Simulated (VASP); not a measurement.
C: single point with PBE

The system is C.

```
C
1.0
     2.53896    0.00000    0.00000
    -1.26948    2.19881    0.00000
     0.00000    0.00000    8.37362
C
8
Direct
  0.98624 0.97249 0.09297
  0.98624 0.97249 0.59297
  0.98624 0.97249 0.40703
  0.98624 0.97249 0.90703
  0.34709 0.69418 0.15553
  0.68042 0.36085 0.65553
  0.34709 0.69418 0.34447
  0.68042 0.36085 0.84447
```

| Quantity | Value |
| --- | --- |
| Program | VASP 6.6.1 |
| Task | single point |
| Functional | PBE |
| Potentials or basis | VASP PAW PBE potentials, release 64 (C) |
| Cutoff | 520 eV |
| k mesh | 12 × 12 × 4 |
| Occupations | gaussian, width 0.05 eV |
| Spin | no spin polarisation |
| Dipole correction | no |
| Further INCAR settings | ALGO = Normal; EDIFF = 1e-06; NBANDS = 26 |

```json
{
  "Pressure": "-4.4 GPa",
  "Largest force": "4.162 eV/Å",
  "Band gap on the k mesh": "2.98 eV, indirect (least direct gap 3.36 eV)"
}
```

Forces in eV/Å, atoms in the order of the input:
```
C    0.000  3.010 -0.413
C    0.000  4.130 -0.521
C    0.000  3.010  0.413
C    0.000  4.130  0.521
C    0.000 -3.016  0.431
C    0.000 -4.123  0.536
C    0.000 -3.016 -0.431
C    0.000 -4.123 -0.536
```

Stress tensor (GPa, compression positive):
```
-6.03  0.00  0.00
 0.00 -0.53  0.00
 0.00  0.00 -6.73
```

Levels at points of the mesh, in eV from the valence-band top:
| k point | band 12 | band 13 | band 14 | band 15 | band 16 | band 17 | band 18 | band 19 | band 20 | band 21 |
| --- | --- | --- | --- | --- | --- | --- | --- | --- | --- | --- |
| (0.00, 0.00, 0.00) | -1.75 | -1.75 | -0.92 | -0.05 | 0.00 | 3.36 | 3.48 | 4.45 | 5.48 | 5.63 |
| (0.50, 0.00, 0.00) | -5.97 | -5.42 | -5.07 | -4.31 | -3.52 | 2.98 | 4.53 | 4.58 | 4.70 | 5.65 |
| (0.00, 0.50, 0.00) | -5.92 | -5.53 | -5.46 | -4.42 | -3.65 | 3.60 | 4.64 | 5.00 | 5.24 | 5.69 |
| (0.00, 0.00, 0.50) | -3.02 | -1.56 | -1.48 | -0.24 | -0.20 | 3.59 | 3.68 | 5.14 | 5.39 | 5.58 |
| (0.50, 0.00, 0.50) | -6.64 | -5.58 | -4.99 | -4.37 | -4.01 | 3.30 | 3.55 | 5.59 | 5.90 | 6.31 |
| (0.00, 0.50, 0.50) | -6.47 | -6.15 | -4.76 | -4.75 | -4.03 | 3.73 | 4.30 | 5.05 | 6.23 | 7.04 |

It took 120 s on 1 thread of Intel Xeon 6975P-C (shared host), peak memory 0.23 GiB.

Caveat: forces of over 1 eV/Å act on the atoms, so gaps and moduli don't describe the material at rest. Expect the measured gap to be larger: semilocal functionals such as PBE lack the derivative discontinuity.
